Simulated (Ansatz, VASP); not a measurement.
## One calculation of KTaO3, two programs

File INCAR:

```
SYSTEM = KTaO3
PREC = Accurate
ENCUT = 520
EDIFF = 1E-7
ISMEAR = 0
SIGMA = 0.05
LREAL = .False.
LASPH = .True.
NELM = 60
ALGO = Normal
ISIF = 2
LWAVE = .False.
LCHARG = .False.
GGA = PS
NBANDS = 27
```

File KPOINTS:

```
Automatic mesh
0
Gamma
  8 8 8
  0 0 0
```

File POSCAR:

```
KTaO3
1.0
    3.3875543774      0.0000000000      0.0000000000
    0.0000000000      3.9853580911      0.0000000000
    0.0000000000      0.0000000000      4.4237474811
K Ta O
1 1 3
Direct
    0.5000000000      0.5000000000      0.5000000000
    0.0000000000      0.0000000000      0.0000000000
    0.5000000000      0.0000000000      0.0000000000
    0.0000000000      0.5000000000      0.0000000000
    0.0000000000      0.0000000000      0.5000000000
```

Input for Ansatz:

```yaml
crystal:
  lattice:
    - [3.3875543774, 0.0, 0.0]
    - [0.0, 3.9853580911, 0.0]
    - [0.0, 0.0, 4.4237474811]
  atoms:
    - { symbol: K, position: [0.5, 0.5, 0.5] }
    - { symbol: Ta, position: [0.0, 0.0, 0.0] }
    - { symbol: O, position: [0.5, 0.0, 0.0] }
    - { symbol: O, position: [0.0, 0.5, 0.0] }
    - { symbol: O, position: [0.0, 0.0, 0.5] }
basis:
  ecutwfc: 520.0
kpoints:
  mp_grid: { grid: [8, 8, 8] }
hamiltonian:
  xc: pbesol
  pseudopotentials: { kind: paw }
scf:
  occupations: { method: gaussian, width: 0.05 }
output:
  forces: true
  stress: true
  eigenvalues: true
```

Change from the starting cell: normal strain along x -0.1500, normal strain along z +0.1100.

Alike in both runs: task single point; functional PBEsol; k mesh 8 × 8 × 8; occupations gaussian, width 0.05 eV; no spin polarisation.

|  | VASP | Ansatz |
| --- | --- | --- |
| version | VASP 6.6.1 | Ansatz 0.2.0 |
| potentials or method | VASP PAW PBE potentials, release 64 (K_sv, Ta_pv, O), cutoff 520 eV | scalar-relativistic, plane waves, PAW |
| valence electrons in the cell | 38 | 40 |

Ansatz gave:

| Property | Result |
| --- | --- |
| gap on the k mesh at the Fermi level (eV) | 1.66 |
| least direct gap on the mesh (eV) | 1.66 |
| pressure (GPa) | 39.1 |
| traceless stress, the component that is largest in VASP (GPa) | 94.25 |

Task: Estimate VASP's values.

Result: gap on the k mesh at the Fermi level (eV): 1.60; least direct gap on the mesh (eV): 1.60; pressure (GPa): 40.5; traceless stress, the component that is largest in VASP (GPa): 95.55.

VASP's potentials were made for PBE, not for PBEsol. Both programs put the cell under a high pressure, so it lies far from rest at this level. The functional is the same, so the differences come from potentials, cutoffs and numerics. VASP's potentials hold 38 valence electrons a cell and Ansatz's 40, so a difference there can come from the potentials and not from the codes.

Neither program's run includes spin-orbit coupling.
